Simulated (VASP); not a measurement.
Here is a VASP 6.6.1 calculation.

INCAR

```
SYSTEM = Si
ALGO     = Normal         ! electronic algorithm
DIPOL    = 0.5 0.5 0.374
EDIFF    = 1E-6           ! SCF threshold, eV
ENCUT    = 400            ! plane-wave cutoff, eV
GGA      = PE             ! functional
GGA_COMPAT= .False.      
IDIPOL   = 3            
ISIF     = 2              ! what is computed and relaxed
ISMEAR   = 0              ! smearing method
IVDW     = 12             ! dispersion correction
LASPH    = .True.         ! aspherical terms in the spheres
LCHARG   = .False.        ! write CHGCAR
LDIPOL   = .True.       
LREAL    = .False.        ! projectors in reciprocal space
LWAVE    = .False.        ! write WAVECAR
NBANDS   = 16             ! bands
NELM     = 120            ! most SCF steps
NELMDL   = -8           
PREC     = Accurate       ! precision mode
SIGMA    = 0.1            ! smearing width, eV
```

Contents of KPOINTS:

```
k-points
0
Gamma
  9 9 1
  0 0 0
```

File POSCAR:

```
Si
1.0
    3.8472023567      0.0000000000      0.0000000000
   -1.9236011784      3.3317749744      0.0000000000
    0.0000000000      0.0000000000     18.4446971473
Si
4
Direct
    0.3333333333      0.6666666667      0.2695814702
    0.6666666667      0.3333333333      0.2439725610
    0.6666666667      0.6666666667      0.5039224593
    0.3333333333      1.0000000000      0.4783135501
```

Potentials or basis: VASP PAW PBE potentials, release 64 (Si).

The run is started by

```bash
$ cat potpaw_PBE.64/Si/POTCAR > POTCAR
$ mpirun -np 1 vasp_std > vasp.out
```

**Question.** Estimate the dispersion energy per atom.

**Answer.** -0.246 eV.

**Question.** Predict the band gap on the k mesh.

**Answer.** 0.39 eV, direct.

Forces on the atoms (eV/Å):
```
Si   0.002  0.003  0.174
Si   0.003 -0.011  0.031
Si  -0.008  0.008 -0.031
Si   0.004  0.000 -0.174
```
